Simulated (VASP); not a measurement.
# Si in VASP: notebook, part 2 of 2

VASP 6.6.1. Earlier steps stand in the parts before.

## 5. Single point, LDA

This run uses another cell than the first one, of 19.70 Å³/atom, 0.985 times its volume.

Contents of INCAR:

```
SYSTEM = Si
ALGO     = Normal         ! electronic algorithm
EDIFF    = 1E-6           ! SCF threshold, eV
ENCUT    = 520            ! plane-wave cutoff, eV
GGA      = CA             ! functional
ISIF     = 2              ! what is computed and relaxed
ISMEAR   = 0              ! smearing method
LASPH    = .True.         ! aspherical terms in the spheres
LCHARG   = .False.        ! write CHGCAR
LREAL    = .False.        ! projectors in reciprocal space
LWAVE    = .False.        ! write WAVECAR
NBANDS   = 11             ! bands
NELM     = 60             ! most SCF steps
PREC     = Accurate       ! precision mode
SIGMA    = 0.01           ! smearing width, eV
```

Contents of KPOINTS:

```
k-points
0
Gamma
  10 10 10
  0 0 0
```

Contents of POSCAR:

```
Si
1.0
    0.0135048675      2.7077259380      2.7077259380
    2.7077259380      0.0135048675      2.7077259380
    2.7077259380      2.7077259380      0.0135048675
Si
2
Direct
    0.0003344791      0.0003344791      0.0003344791
    0.2496655209      0.2496655209      0.2496655209
```

Potentials or basis: VASP PAW LDA potentials, release 64 (Si).

Command:

```sh
$ cat potpaw_LDA.64/Si/POTCAR > POTCAR
$ mpirun -np 1 vasp_std > vasp.out
```

OUTCAR:

```text
SYSTEM = Si
   EDIFF = 1E-6
   ENCUT = 520
   GGA = CA
   ISIF = 2
   ISMEAR = 0
   LASPH = .True.
   LREAL = .False.
   NELM = 60
   PREC = Accurate

 ion  position               nearest neighbor table
   1  0.000  0.000  0.000-   2 2.34   2 2.34   2 2.34   2 2.34
   2  0.250  0.250  0.250-   1 2.34   1 2.34   1 2.34   1 2.34

  LATTYP: Found a trigonal (rhomboedric) cell.
 ALAT       =     3.8293265586
 COS(alpha) =     0.5049812503

  Lattice vectors:

 A1 = (   0.0135048675,   2.7077259380,   2.7077259380)
 A2 = (   2.7077259380,   0.0135048675,   2.7077259380)
 A3 = (   2.7077259380,   2.7077259380,   0.0135048675)

Analysis of symmetry for initial positions (statically):
=====================================================================
 Subroutine PRICEL returns:
 Original cell was already a primitive cell.

 Routine SETGRP: Setting up the symmetry group for a
 trigonal (rhombohedral) supercell.

 Subroutine GETGRP returns: Found 12 space group operations
 (whereof  6 operations were pure point group operations)
 out of a pool of 12 trial point group operations.

The static configuration has the point symmetry C_3v.
 The point group associated with its full space group is D_3d.

Analysis of symmetry for dynamics (positions and initial velocities):
[... 174 lines left out ...]
      6       8.4932      0.00000
      7       8.4932      0.00000
      8       9.3347      0.00000
      9      13.6701      0.00000
     10      13.6701      0.00000
     11      13.6799      0.00000
[... 309 lines left out ...]
 k-point    24 :       0.4000    0.3000   -0.0000
  band No.  band energies     occupation
      1      -3.9391      2.00000
      2       0.4956      2.00000
      3       3.0406      2.00000
      4       3.4299      2.00000
      5       6.8548      0.00000
      6       8.0908      0.00000
      7      12.8733      0.00000
      8      13.0042      0.00000
      9      16.4232      0.00000
     10      16.7356      0.00000
     11      18.0170      0.00000

 [... further k-points ...]

------------------------ aborting loop because EDIFF is reached ----------------------------------------

  FORCE on cell =-STRESS in cart. coord.  units (eV):
  Direction    XX          YY          ZZ          XY          YZ          ZX
  --------------------------------------------------------------------------------------
  -------------------------------------------------------------------------------------
  Total        0.0122750      0.0122750      0.0122750     -0.0940076     -0.0940076     -0.0940076
  in kB        0.4990544      0.4990544      0.4990544     -3.8219996     -3.8219996     -3.8219996
  external PRESSURE =       0.4990544 kB  Pullay stress =       0.0000000 kB

 VOLUME and BASIS-vectors are now :
 -----------------------------------------------------------------------------
  energy-cutoff  :      520.00
  volume of cell :       39.41
      direct lattice vectors                 reciprocal lattice vectors
     0.013504867  2.707725938  2.707725938    -0.186044043  0.185120748  0.185120748
     2.707725938  0.013504867  2.707725938     0.185120748 -0.186044043  0.185120748
     2.707725938  2.707725938  0.013504867     0.185120748  0.185120748 -0.186044043

 POSITION                                       TOTAL-FORCE (eV/Angst)
 -----------------------------------------------------------------------------------
      0.00182      0.00182      0.00182         0.000059      0.000059      0.000059
      1.35542      1.35542      1.35542        -0.000059     -0.000059     -0.000059
 -----------------------------------------------------------------------------------
    total drift:                                0.000000      0.000000      0.000000

  FREE ENERGIE OF THE ION-ELECTRON SYSTEM (eV)
  ---------------------------------------------------
  free  energy   TOTEN  =       -11.9183818427 eV

  energy  without entropy=      -11.9183818427  energy(sigma->0) =      -11.91838184
```

It took 26 s on 1 thread of Intel Xeon 6975P-C, shared host; peak memory 0.16 GiB.

What came out:

```yaml
Free_energy: -11.9184 eV
Pressure: 0.0 GPa
Band_gap_on_the_k_mesh: 0.43 eV, indirect (least direct gap 2.44 eV)
```

Stress tensor (GPa, compression positive):
```
 0.05 -0.38 -0.38
-0.38  0.05 -0.38
-0.38 -0.38  0.05
```

Levels at points of the mesh, in eV from the valence-band top:
```
           k point  band 2  band 3  band 4  band 5  band 6  band 7
(0.00, 0.00, 0.00)   -0.07    0.00    0.00    2.44    2.54    2.54
(0.50, 0.00, 0.00)   -7.08   -1.26   -1.23    1.44    3.23    3.27
(0.50, 0.50, 0.00)   -7.88   -2.95   -2.89    0.51    0.59   10.07
(0.50, 0.50, 0.50)   -7.10   -1.19   -1.19    1.54    3.30    3.30
```

## 6. The runs side by side

```csv
cell,gap on the mesh (eV),pressure (GPa)
"a = 3.839 Å, angles 60.0°, 2 atoms",0.48,-1.4
"a = 3.810, b = 3.810, c = 3.820 Å, angles 59.9, 59.9, 60.2°, 2 atoms",0.39,0.5
"a = 3.829, b = 3.829, c = 3.820 Å, angles 60.1, 60.1, 59.8°, 2 atoms",0.43,-0.4
"a = 3.829 Å, angles 59.7°, 2 atoms",0.43,0.0
```

Alike in all rows: task single point; level LDA; potentials or basis VASP PAW LDA potentials, release 64 (Si); no spin polarisation; k mesh 10 × 10 × 10; cutoff (eV) 520; smearing gaussian 0.01 eV.

Total energies depend on the potentials used, so only differences within one code and one set of settings carry meaning.
